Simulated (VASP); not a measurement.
# InAs (F-43m) in VASP: further runs, part 2 of 2

VASP 6.6.1. Earlier steps stand in the parts before.

### 4 Relaxation of cell and atoms, revPBE+D3(BJ)

File INCAR:

```
PREC = Accurate
ENCUT = 600
EDIFF = 1E-6
ISMEAR = -1
SIGMA = 0.05
LREAL = F
LASPH = T
NELM = 80
ALGO = Normal
ISIF = 3
LWAVE = F
LCHARG = F
GGA = RE
IVDW = 12
IBRION = 2
NSW = 80
EDIFFG = -0.01
```

File KPOINTS:

```
Automatic mesh
0
Gamma
  8 8 8
```

File POSCAR:

```
InAs
1.0
    0.0000000000      3.0180000000      3.0180000000
    3.0180000000      0.0000000000      3.0180000000
    3.0180000000      3.0180000000      0.0000000000
In As
1 1
Direct
    0.0000000000      0.0000000000      0.0000000000
    0.7500000000      0.7500000000      0.7500000000
```

Potentials or basis: VASP PAW PBE potentials, release 64 (In_d, As).

Launch:

```
cat potpaw_PBE.64/In_d/POTCAR potpaw_PBE.64/As/POTCAR > POTCAR
mpirun -np 1 vasp_std > vasp.out
```

OUTCAR:

```text
PREC = Accurate
   ENCUT = 600
   EDIFF = 1E-6
   ISMEAR = -1
   LREAL = F
   LASPH = T
   NELM = 80
   ISIF = 3
   GGA = RE
   IVDW = 12
   IBRION = 2
   NSW = 80
   EDIFFG = -0.01
 IVDW          = 12

 ion  position               nearest neighbor table
   1  0.000  0.000  0.000-   2 2.61   2 2.61   2 2.61   2 2.61
   2  0.750  0.750  0.750-   1 2.61   1 2.61   1 2.61   1 2.61

  LATTYP: Found a face centered cubic cell.
 ALAT       =     6.0360000000

  Lattice vectors:

 A1 = (   0.0000000000,   3.0180000000,   3.0180000000)
 A2 = (   3.0180000000,   0.0000000000,   3.0180000000)
 A3 = (   3.0180000000,   3.0180000000,   0.0000000000)

Analysis of symmetry for initial positions (statically):
=====================================================================
 Subroutine PRICEL returns:
 Original cell was already a primitive cell.

[... 188 lines left out ...]
      8       4.6446      1.48089
      9       4.6446      1.48089
     10       4.6446      1.48089
     11       8.5853      0.00000
     12       8.5853      0.00000
     13       8.5853      0.00000
[... 447 lines left out ...]
--------------------------------------- Ionic step        3  -------------------------------------------

 number of electron      18.0000003 magnetization

 Free energy of the ion-electron system (eV)
  ---------------------------------------------------
  ext. energy  EPLUGINS =         0.00000000
  ---------------------------------------------------
  free energy    TOTEN  =        -7.09825399 eV

  energy without entropy =       -7.09768922  energy(sigma->0) =       -7.09797160

 E-fermi :   4.4211     XC(G=0):  -8.8705

 val. band max:        4.3711136018   @ k =   0.0000   0.0000   0.0000
 cond. band min:       5.3529413259   @ k =   0.5000   0.0000   0.0000
 fundamental gap:      0.9818277241
 Fermi energy:         4.4211365356

 k-point     1 :       0.0000    0.0000    0.0000
  band No.  band energies     occupation
      1      -9.9964      2.00000
      2      -9.9963      2.00000
      3      -9.9963      2.00000
      4      -9.8807      2.00000
      5      -9.8807      2.00000
      6      -7.3201      2.00000
      7       4.1550      1.99030
      8       4.3711      1.46230
      9       4.3711      1.46230
     10       4.3711      1.46230
     11       8.3002      0.00000
     12       8.3002      0.00000
     13       8.3002      0.00000
[... 401 lines left out ...]
  FREE ENERGIE OF THE ION-ELECTRON SYSTEM (eV)
  ---------------------------------------------------
  free  energy   TOTEN  =        -8.2800742732 eV

  energy  without entropy=       -8.2795095030  energy(sigma->0) =       -8.27979189

 reached required accuracy - stopping structural energy minimisation
```

Run time: 36 s. Hardware: 1 thread of Intel Xeon Platinum 8559C (Emerald Rapids), shared host; peak memory 0.23 GiB.

What came out:

```
Free energy                            : -8.2801 eV
Relaxed volume                         : 28.25 Å³/atom
Relaxed cell                           : a = 4.307 Å, b = 4.307 Å, c = 4.307 Å, α = 60.00°, β = 60.00°, γ = 60.00°
Space group after relaxing (to 0.05 Å) : F-43m (No. 216)
Energy gained by relaxing              : 3.8 meV/atom
Ionic steps                            : 3
Pressure after relaxing                : 0.0 GPa
Band gap on the k mesh                 : zero (filled and empty bands touch)
Dispersion energy per atom             : -0.591 eV
```

Step by step:
```
step  energy change (eV)  largest force (eV/Å)  pressure (GPa)  volume (Å³)
   1              0.0000                0.0000            1.63        54.98
   2             -0.0059                0.0000           -0.70        57.24
   3             -0.0075                0.0000            0.02        56.50
```

Final structure:
```yaml
crystal:
  lattice:
    - [0.00000, 3.04560, 3.04560]
    - [3.04560, 0.00000, 3.04560]
    - [3.04560, 3.04560, 0.00000]
  atoms:
    - { symbol: In, position: [0.00000, 0.00000, 0.00000] }
    - { symbol: As, position: [0.75000, 0.75000, 0.75000] }
```

Caveat: the PAW data sets were made with another functional, which shifts forces and pressure a little; spin-orbit coupling is left out, which moves the levels of the heavy elements; pairwise dispersion overbinds metals, which lowers pressure and volume. Zero-point motion and thermal expansion aren't in these numbers.

### 5 Overview

| level | potentials or basis | gap on the mesh (eV) | pressure (GPa) | relaxed volume (Å³/atom) |
| --- | --- | --- | --- | --- |
| PBE+D4 | VASP PAW PBE potentials, release 64 (In_d, As) | none | 0.0 | 28.53 |
| LDA | VASP PAW LDA potentials, release 64 (In_d, As) | none | 0.0 | 27.44 |
| revPBE+D3(BJ) | VASP PAW PBE potentials, release 64 (In_d, As) | none | 0.0 | 28.25 |

Alike in all rows: task relaxation of cell and atoms; no spin polarisation; cell relaxed; k mesh 8 × 8 × 8; cutoff (eV) 600; smearing fermi-dirac 0.05 eV.

Caveats: spin-orbit coupling is left out, which moves the levels of the heavy elements; pairwise dispersion overbinds metals, which lowers pressure and volume (some runs); the PAW data sets were made with another functional, which shifts forces and pressure a little (some runs).

Absolute energies hang on the potentials; compare differences alone.
